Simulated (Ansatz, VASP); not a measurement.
**One calculation of TiCoC4N4, two programs**

INCAR

```
SYSTEM = TiCoC4N4
PREC = Accurate ; ENCUT = 600
EDIFF = 1E-7 ; ISMEAR = 0
SIGMA = 0.1 ; LREAL = .FALSE.
LASPH = .TRUE. ; NELM = 150
ALGO = Normal ; ISIF = 3
LWAVE = .FALSE. ; LCHARG = .FALSE.
ISPIN = 2 ; MAGMOM = 1 -3 0 0 0 0 0 0 0 0
LORBIT = 11 ; LMAXMIX = 4
GGA = PE ; IBRION = 2
NSW = 90 ; EDIFFG = -0.04
```

File KPOINTS:

```
regular mesh
0
G
  4 4 4
  0 0 0
```

The input POSCAR:

```
TiCoC4N4
1.0
    5.9086026500      0.0000000000      0.0000000000
    0.0000000000      5.9086026500      0.0000000000
    0.0000000000      0.0000000000      5.9086026500
Ti Co C N
1 1 4 4
Direct
    0.5000000000      0.5000000000      0.5000000000
    0.0000000000      0.0000000000      0.0000000000
    0.1873167900      0.1873167900      0.1873167900
    0.1873167900      0.8126832100      0.8126832100
    0.8126832100      0.1873167900      0.8126832100
    0.8126832100      0.8126832100      0.1873167900
    0.3016415900      0.3016415900      0.3016415900
    0.3016415900      0.6983584100      0.6983584100
    0.6983584100      0.3016415900      0.6983584100
    0.6983584100      0.6983584100      0.3016415900
```

Input for Ansatz:

```yaml
crystal:
  lattice:
    - [5.90860265, 0.0, 0.0]
    - [0.0, 5.90860265, 0.0]
    - [0.0, 0.0, 5.90860265]
  atoms:
    - { symbol: Ti, position: [0.5, 0.5, 0.5], spin: 1.0 }
    - { symbol: Co, position: [0.0, 0.0, 0.0], spin: -3.0 }
    - { symbol: C, position: [0.18731679, 0.18731679, 0.18731679] }
    - { symbol: C, position: [0.18731679, 0.81268321, 0.81268321] }
    - { symbol: C, position: [0.81268321, 0.18731679, 0.81268321] }
    - { symbol: C, position: [0.81268321, 0.81268321, 0.18731679] }
    - { symbol: "N", position: [0.30164159, 0.30164159, 0.30164159] }
    - { symbol: "N", position: [0.30164159, 0.69835841, 0.69835841] }
    - { symbol: "N", position: [0.69835841, 0.30164159, 0.69835841] }
    - { symbol: "N", position: [0.69835841, 0.69835841, 0.30164159] }
basis:
  ecutwfc: 420
kpoints:
  mp_grid: { grid: [4, 4, 4] }
hamiltonian:
  xc: pbe
scf:
  occupations: { method: gaussian, width: 0.1 }
  lower_state_search: "off"
output:
  forces: true
  stress: true
  eigenvalues: true
  populations: true
magnetization:
  spin_polarized: true
relax:
  adjacent_minimum: "off"
  f_tol: 0.04
  max_steps: 70
  cell: { stress_tol: 0.4 }
```

Alike in both runs: task relaxation of cell and atoms; functional PBE; k mesh 4 × 4 × 4; occupations gaussian, width 0.1 eV; collinear spin.

```csv
,VASP,Ansatz
version,VASP 6.6.1,Ansatz 0.2.0
potentials or method,"VASP PAW PBE potentials, release 64 (Ti_sv, Co, C, N), cutoff 600 eV","scalar-relativistic, plane waves, PAW"
valence electrons in the cell,57,65
```

Ansatz gave:

* gap on the k mesh at the Fermi level, each at its own relaxed structure (eV): none
* net moment per atom (μB): 0.10
* size of the moment on the site where the two differ most (μB): 0.85
* relaxed volume (Å³/atom): 18.57
* relaxed length of the cell vector where the two differ most in proportion (Å): 5.705

**Question.** Which values does VASP return?

**Answer.** gap on the k mesh at the Fermi level, each at its own relaxed structure (eV): none; net moment per atom (μB): 0.10; size of the moment on the site where the two differ most (μB): 0.97; relaxed volume (Å³/atom): 18.52; relaxed length of the cell vector where the two differ most in proportion (Å): 5.700.

Site moments also hang on the region over which each program counts them. A gap of «none» marks a metal or a gap that the smearing closes. VASP's potentials hold 57 valence electrons a cell and Ansatz's 65, so a difference there can come from the potentials and not from the codes.

Noted on VASP's run: the standard files for N, O and F lose accuracy on very short bonds.
